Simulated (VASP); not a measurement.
Wanted: the native input for a VASP 6.6.1 run.

```yaml
Task: single point
Functional: PBE
Potentials_or_basis: VASP PAW PBE potentials, release 64 (Be, F)
Cutoff: 520 eV
k_mesh: 6 × 6 × 6
Occupations: gaussian, width 0.1 eV
Spin: no spin polarisation
Dipole_correction: no
Further_INCAR_settings: ALGO = Normal; EDIFF = 1e-07; NBANDS = 18
```

The structure of Be3F2 lies in POSCAR:

```
Be3F2
1.0
    2.4034968500      1.3876595500      1.9265113900
   -2.4034968500      1.3876595500      1.9265113900
    0.0000000000     -2.7753191000      1.9265113900
Be F
3 2
Direct
    0.2467715700      0.7532284300      0.0000000000
    0.0000000000      0.2467715700      0.7532284300
    0.7532284300      0.0000000000      0.2467715700
    0.2578843500      0.2578843500      0.2578843500
    0.7421156500      0.7421156500      0.7421156500
```

The input as run:

INCAR

```
PREC = Accurate
ENCUT = 520
EDIFF = 1E-7
ISMEAR = 0
SIGMA = 0.1
LREAL = F
LASPH = T
NELM = 100
ALGO = Normal
ISIF = 2
LWAVE = F
LCHARG = F
GGA = PE
NBANDS = 18
```

KPOINTS

```
Automatic mesh
0
Gamma
  6 6 6
```

Potentials or basis: VASP PAW PBE potentials, release 64 (Be, F).

Run with:

```console
$ cat potpaw_PBE.64/Be/POTCAR potpaw_PBE.64/F/POTCAR > POTCAR
$ mpirun -np 1 vasp_std > vasp.out
```

Results of the run:

The pressure is 59.8 GPa, the largest force is 2.919 eV/Å and the band gap on the k mesh is zero (band 10 reaches 8.83 eV, above the bottom of band 11 at 7.74 eV).

Caveat: forces of over 1 eV/Å act on the atoms, so gaps and moduli don't describe the material at rest.

It took 24 s on 1 thread of AMD EPYC 7R43 64-Core Processor (Zen 3), with other jobs on the host, peak memory 0.11 GiB.
